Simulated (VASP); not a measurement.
# Ti (R-3m) in VASP: a series of runs, part 2 of 2

VASP 6.6.1.

## Step 3: Single point, PBEsol

This run uses another cell than the first one, of the same volume but with other edges.

Contents of INCAR:

```
SYSTEM = Ti
ALGO = Fast
EDIFF = 1E-6
ENCUT = 520
GGA = PS
ISIF = 2
ISMEAR = 0
LASPH = .TRUE.
LCHARG = .FALSE.
LREAL = .FALSE.
LWAVE = .FALSE.
NBANDS = 12
NELM = 100
PREC = Accurate
SIGMA = 0.15
```

Contents of KPOINTS:

```
k-points
0
G
  22 22 22
  0 0 0
```

Contents of POSCAR:

```
Ti
1.0
   -2.0172688145      1.6616408776      1.6616408776
    1.6616408776     -2.0172688145      1.6616408776
    1.6616408776      1.6616408776     -2.0172688145
Ti
1
Direct
    0.0000000000      0.0000000000      0.0000000000
```

Potentials or basis: VASP PAW PBE potentials, release 64 (Ti_sv).

Run with:

```bash
$ cat potpaw_PBE.64/Ti_sv/POTCAR > POTCAR
$ mpirun -np 1 vasp_std > vasp.out
```

OUTCAR:

```text
SYSTEM = Ti
   EDIFF = 1E-6
   ENCUT = 520
   GGA = PS
   ISIF = 2
   ISMEAR = 0
   LASPH = .TRUE.
   LREAL = .FALSE.
   NELM = 100
   PREC = Accurate

 ion  position               nearest neighbor table
   1  0.000  0.000  0.000-

  LATTYP: Found a trigonal (rhomboedric) cell.
 ALAT       =     3.0970105396
 COS(alpha) =    -0.4110840653

  Lattice vectors:

 A1 = (  -2.0172688145,   1.6616408776,   1.6616408776)
 A2 = (   1.6616408776,  -2.0172688145,   1.6616408776)
 A3 = (   1.6616408776,   1.6616408776,  -2.0172688145)

Analysis of symmetry for initial positions (statically):
=====================================================================
 Subroutine PRICEL returns:
 Original cell was already a primitive cell.

 Routine SETGRP: Setting up the symmetry group for a
 trigonal (rhombohedral) supercell.

 Subroutine GETGRP returns: Found 12 space group operations
 (whereof 12 operations were pure point group operations)
 out of a pool of 12 trial point group operations.

The static configuration has the point symmetry D_3d.

Analysis of symmetry for dynamics (positions and initial velocities):
=====================================================================
 Subroutine PRICEL returns:
 Original cell was already a primitive cell.

 Routine SETGRP: Setting up the symmetry group for a
 trigonal (rhombohedral) supercell.

 Subroutine GETGRP returns: Found 12 space group operations
 (whereof 12 operations were pure point group operations)
 out of a pool of 12 trial point group operations.

The dynamic configuration has the point symmetry D_3d.

 Subroutine INISYM returns: Found 12 space group operations
 (whereof 12 operations are pure point group operations),
 and found     1 'primitive' translations

----------------------------------------------------------------------------------------

                                     Primitive cell

  volume of cell :      17.6761

  direct lattice vectors                    reciprocal lattice vectors
    -2.017268814  1.661640878  1.661640878     0.074016622  0.345836287  0.345836287
     1.661640878 -2.017268814  1.661640878     0.345836287  0.074016622  0.345836287
     1.661640878  1.661640878 -2.017268814     0.345836287  0.345836287  0.074016622

  length of vectors
     3.097010540  3.097010540  3.097010540     0.494655371  0.494655371  0.494655371

  position of ions in fractional coordinates (direct lattice)
     0.000000000  0.000000000  0.000000000

  ion indices of the primitive-cell ions
   primitive index   ion index
                 1           1

----------------------------------------------------------------------------------------

 KPOINTS: k-points

Automatic generation of k-mesh.
 Grid dimensions read from file:
 generate k-points for:   22   22   22

 Generating k-lattice:

  Cartesian coordinates                     Fractional coordinates (reciprocal lattice)
     0.003364392  0.015719831  0.015719831     0.045454545 -0.000000000 -0.000000000
     0.015719831  0.003364392  0.015719831    -0.000000000  0.045454545 -0.000000000
     0.015719831  0.015719831  0.003364392    -0.000000000 -0.000000000  0.045454545

  Length of vectors
     0.022484335  0.022484335  0.022484335

  Shift w.r.t. Gamma in fractional coordinates (k-lattice)
     0.000000000  0.000000000  0.000000000

 Subroutine IBZKPT returns following result:
 ===========================================

 Found   1024 irreducible k-points:

 Following reciprocal coordinates:
            Coordinates               Weight
  0.000000  0.000000  0.000000      1.000000
  0.045455 -0.000000 -0.000000      6.000000
  0.090909 -0.000000 -0.000000      6.000000
  0.136364 -0.000000 -0.000000      6.000000
  0.181818 -0.000000  0.000000      6.000000
  0.227273 -0.000000 -0.000000      6.000000
[... 16 lines left out ...]
  0.500000  0.045455 -0.000000     12.000000
 -0.454545  0.045455  0.000000     12.000000
 [... further k-points ...]
   k-points           NKPTS =   1024   k-points in BZ     NKDIM =   1024   number of bands    NBANDS=     12
   number of dos      NEDOS =    301   number of ions     NIONS =      1
   total plane-waves  NPLWV =  13824
   dimension x,y,z NGX =    24 NGY =   24 NGZ =   24
   dimension x,y,z NGXF=    48 NGYF=   48 NGZF=   48
   ions per type =               1
   NGX,Y,Z   is equivalent  to a cutoff of  12.88, 12.88, 12.88 a.u.
   NGXF,Y,Z  is equivalent  to a cutoff of  25.77, 25.77, 25.77 a.u.
 SYSTEM =  Ti
   PREC   = accura    normal or accurate (medium, high low for compatibility)
   ISTART =      0    job   : 0-new  1-cont  2-samecut
   ICHARG =      2    charge: 1-file 2-atom 10-const
   ISPIN  =      1    spin polarized calculation?
   LNONCOLLINEAR =      F non collinear calculations
   LSORBIT =      F    spin-orbit coupling
   LASPH  =      T    aspherical Exc in radial PAW
   ENCUT  =  520.0 eV  38.22 Ry    6.18 a.u.   5.76  5.76  5.76*2*pi/ulx,y,z
   NELM   =    100;   NELMIN=  2; NELMDL= -5     # of ELM steps
   EDIFF  = 0.1E-05   stopping-criterion for ELM
   LREAL  =      F    real-space projection
   EDIFFG = 0.1E-04   stopping-criterion for IOM
   NSW    =      0    number of steps for IOM
   IBRION =     -1    ionic relax: 0-MD 1-quasi-New 2-CG
   NFREE  =      0    steps in history (QN), initial steepest desc. (CG)
   ISIF   =      2    stress and relaxation
   ISYM   =      2    0-nonsym 1-usesym 2-fastsym
   POTIM  = 0.5000    time-step for ionic-motion
   TEBEG  =    0.0;   TEEND  =   0.0 temperature during run
   PSTRESS=    0.0 pullay stress
   NELECT =      12.0000    total number of electrons
   NUPDOWN=      -1.0000    fix difference up-down
   EMIN   =  10.00;   EMAX   =-10.00  energy-range for DOS
   EFERMI =   0.00;   METHOD = LEGACY
   ISMEAR =     0;   SIGMA  =   0.15  broadening in eV -4-tet -1-fermi 0-gaus
   EFERMI_NEDOS =   21; number of points for ismear=-14 and -15
   IALGO  =     68    algorithm
   IMIX   =      4    mixing-type and parameters
     AMIX     =   0.40;   BMIX     =  1.00
     AMIX_MAG =   1.60;   BMIX_MAG =  1.00
  volume/ion in A,a.u.               =      17.68       119.28
  Fermi-wavevector in a.u.,A,eV,Ry     =   1.438821  2.718977 28.166848  2.070205
  Thomas-Fermi vector in A             =   2.557745
   LORBIT       =      0    0 simple, 1 ext, 2 COOP (PROOUT), +10 PAW based schemes
   GGA     = PS    functional components
   LHFCALC =     F    Hartree Fock is set to
   AEXX    =    0.0000 exact exchange contribution
   IVDW    =     0    specifies the selected vdW correction
   LEPSILON=     F    determine dielectric tensor
   LRPA    =     F    only Hartree local field effects (RPA)
 non-spin polarized calculation
 RMM-DIIS sequential band-by-band and
 Gauss-broadening in eV      SIGMA  =   0.15
  energy-cutoff  :      520.00
  volume of cell :       17.68
 maximum number of plane-waves:       491
   NGX = 11   NGY = 11   NGZ = 11

 number of electron      12.0000002 magnetization

 Free energy of the ion-electron system (eV)
  ---------------------------------------------------
  ext. energy  EPLUGINS =         0.00000000
  ---------------------------------------------------
  free energy    TOTEN  =        -8.03379789 eV

  energy without entropy =       -8.01644591  energy(sigma->0) =       -8.02512190

 E-fermi :   7.3760     XC(G=0): -11.4597

 val. band max:        7.3744443780   @ k =  -0.2273   0.2273   0.1364
 cond. band min:       7.3790401934   @ k =  -0.1818   0.2273   0.0909
 fundamental gap:      0.0045958153
 Fermi energy:         7.3759981216

 k-point     1 :       0.0000    0.0000    0.0000
  band No.  band energies     occupation
      1     -48.8051      2.00000
      2     -24.8788      2.00000
      3     -24.8788      2.00000
      4     -23.5935      2.00000
      5       2.0377      2.00000
      6       6.4419      2.00000
      7       8.4424      0.00000
      8       8.4424      0.00000
      9      12.0218      0.00000
     10      12.0218      0.00000
     11      21.0800      0.00000
     12      24.9906      0.00000
[... 331 lines left out ...]
 k-point    24 :      -0.4545    0.0455    0.0000
  band No.  band energies     occupation
      1     -48.2702      2.00000
      2     -26.0808      2.00000
      3     -24.7316      2.00000
      4     -24.6113      2.00000
      5       5.5038      2.00000
      6       7.3395      1.26888
      7       9.5476      0.00000
      8       9.9238      0.00000
      9      11.0276      0.00000
     10      11.9937      0.00000
     11      19.6039      0.00000
     12      20.4899      0.00000

 [... further k-points ...]
[... 5 lines left out ...]
  --------------------------------------------------------------------------------------
  -------------------------------------------------------------------------------------
  Total       -0.5149405     -0.5149405     -0.5149405      1.0611120      1.0611120      1.0611120
  in kB      -46.6747397    -46.6747397    -46.6747397     96.1802866     96.1802866     96.1802866
  external PRESSURE =     -46.6747397 kB  Pullay stress =       0.0000000 kB

 VOLUME and BASIS-vectors are now :
 -----------------------------------------------------------------------------
  energy-cutoff  :      520.00
  volume of cell :       17.68
      direct lattice vectors                 reciprocal lattice vectors
    -2.017268814  1.661640878  1.661640878     0.074016622  0.345836287  0.345836287
     1.661640878 -2.017268814  1.661640878     0.345836287  0.074016622  0.345836287
     1.661640878  1.661640878 -2.017268814     0.345836287  0.345836287  0.074016622

 POSITION                                       TOTAL-FORCE (eV/Angst)
 -----------------------------------------------------------------------------------
      0.00000      0.00000      0.00000        -0.000000      0.000000     -0.000000
 -----------------------------------------------------------------------------------
    total drift:                                0.000000      0.000000     -0.000000

  FREE ENERGIE OF THE ION-ELECTRON SYSTEM (eV)
  ---------------------------------------------------
  free  energy   TOTEN  =        -8.0337978943 eV

  energy  without entropy=       -8.0164459112  energy(sigma->0) =       -8.02512190
```

Wall time 5.3 min (1 thread of Intel Xeon Platinum 8259CL at 2.50GHz (Skylake/Cascade Lake), shared host); peak memory 0.32 GiB.

What came out:

- Free energy: -8.0338 eV
- Pressure: -4.7 GPa
- Band gap on the k mesh: zero (band 6 reaches 8.84 eV, above the bottom of band 7 at 6.53 eV)

Stress tensor (GPa, compression positive):
```
-4.67  9.62  9.62
 9.62 -4.67  9.62
 9.62  9.62 -4.67
```

Caveat: the PAW data sets were made with another functional, which shifts forces and pressure a little.
